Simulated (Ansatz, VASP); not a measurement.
## One calculation of Al5GaP6, two programs

```
Al Ga P
1.0
     3.89448    0.00000    0.00000
     0.00000    3.89448    0.00000
     0.00000    0.00000   16.51820
Al Ga P
5 1 6
Direct
  0.50000 0.50000 0.83335
  0.00000 0.00000 0.66669
  0.50000 0.50000 0.50000
  0.00000 0.00000 0.33331
  0.50000 0.50000 0.16665
  0.00000 0.00000 0.00000
  0.50000 0.00000 0.75004
  0.00000 0.50000 0.58334
  0.50000 0.00000 0.41666
  0.00000 0.50000 0.24996
  0.50000 0.00000 0.08369
  0.00000 0.50000 0.91631
```

Alike in both runs: functional PBE; k mesh 8 × 8 × 2; occupations gaussian, width 0.02 eV; no spin polarisation.

Ansatz relaxed the structure, and its values are those at the end. VASP's run is a single point on that final structure, the one shown.

|  | VASP | Ansatz |
| --- | --- | --- |
| version | VASP 6.6.1 | Ansatz 0.2.0 |
| potentials or method | VASP PAW PBE potentials, release 64 (Al, Ga_d, P), cutoff 520 eV | scalar-relativistic, plane waves, PAW |
| valence electrons in the cell | 58 | 58 |

```csv
,VASP,Ansatz,Ansatz less VASP
gap on the k mesh at the Fermi level (eV),1.62,1.62,+0.001
least direct gap on the mesh (eV),1.62,1.62,+0.002
pressure (GPa),-0.1,0.0,+0.08
```

With one functional, cell and mesh, what is left measures potentials, basis and numerics.
